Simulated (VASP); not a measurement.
Crystal: GaP.

```xyz
2
Lattice="0.0000 2.7252 2.7252 2.7252 0.0000 2.7252 2.7252 2.7252 0.0000" Properties=species:S:1:pos:R:3 pbc="T T T"
Ga    0.0000    0.0000    0.0000
P     4.0879    4.0879    4.0879
```

| Property | Result |
| --- | --- |
| Program | VASP 6.6.1 |
| Task | relaxation of cell and atoms |
| Functional | revPBE |
| Potentials or basis | VASP PAW PBE potentials, release 64 (Ga_d, P) |
| Cutoff | 600 eV |
| k mesh | 8 × 8 × 8 |
| Occupations | fermi-dirac, width 0.05 eV |
| Spin | no spin polarisation |

At the start: pressure 3.9 GPa; volume 20.24 Å³/atom.

Q: Where does the relaxation end?

A: Over 3 steps the energy falls by 11.8 meV/atom and the volume is 21.26 Å³/atom (+5.0 %); space group F-43m (No. 216, to 0.05 Å).

The path:
```tsv
step	energy change (eV)	largest force (eV/Å)	pressure (GPa)	volume (Å³)
1	0.0000	0.0000	3.88	40.48
2	-0.0194	0.0000	-1.40	43.42
3	-0.0237	0.0000	-0.02	42.51
```

Final structure:
```yaml
crystal:
  lattice:
    - [0.00000, 2.77010, 2.77010]
    - [2.77010, 0.00000, 2.77010]
    - [2.77010, 2.77010, 0.00000]
  atoms:
    - { symbol: Ga, position: [0.00000, 0.00000, 0.00000] }
    - { symbol: P, position: [0.75000, 0.75000, 0.75000] }
```

Caveat: the PAW data sets were made with another functional, which shifts forces and pressure a little.
